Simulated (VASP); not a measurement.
A run of VASP 6.6.1 is set up as follows.

File INCAR:

```
SYSTEM = NiO2
PREC     = Accurate       ! precision mode
ENCUT    = 520            ! plane-wave cutoff, eV
EDIFF    = 1E-6           ! SCF threshold, eV
ISMEAR   = 0              ! smearing method
SIGMA    = 0.05           ! smearing width, eV
LREAL    = .FALSE.        ! projectors in reciprocal space
LASPH    = .TRUE.         ! aspherical terms in the spheres
NELM     = 60             ! most SCF steps
ALGO     = Normal         ! electronic algorithm
ISIF     = 2              ! what is computed and relaxed
LWAVE    = .FALSE.        ! write WAVECAR
LCHARG   = .FALSE.        ! write CHGCAR
GGA      = PS             ! functional
NBANDS   = 18             ! bands
```

The input KPOINTS:

```
Automatic mesh
0
G
  12 12 6
  0 0 0
```

The input POSCAR:

```
NiO2
1.0
    2.7478231521      0.0000000000      0.0000000000
   -1.3739115761      2.3796846548      0.0000000000
    0.0000000000      0.0000000000      5.1043562873
Ni O
1 2
Direct
    0.0000000000      0.0000000000      0.5000000000
    0.6666666667      0.3333333333      0.6499533987
    0.3333333333      0.6666666667      0.3500466013
```

Potentials or basis: VASP PAW PBE potentials, release 64 (Ni, O).

Command:

```sh
$ cat potpaw_PBE.64/Ni/POTCAR potpaw_PBE.64/O/POTCAR > POTCAR
$ mpirun -np 1 vasp_std > vasp.out
```

(1) What does it give for the band gap on the k mesh?

(2) What does it give for the largest force?

(3) What does it give for the pressure?

Results:

(1) 1.06 eV, indirect (least direct gap 1.61 eV).

(2) 4.353 eV/Å.

(3) 36.5 GPa.

Caveat: the PAW data sets were made with another functional, which shifts forces and pressure a little.
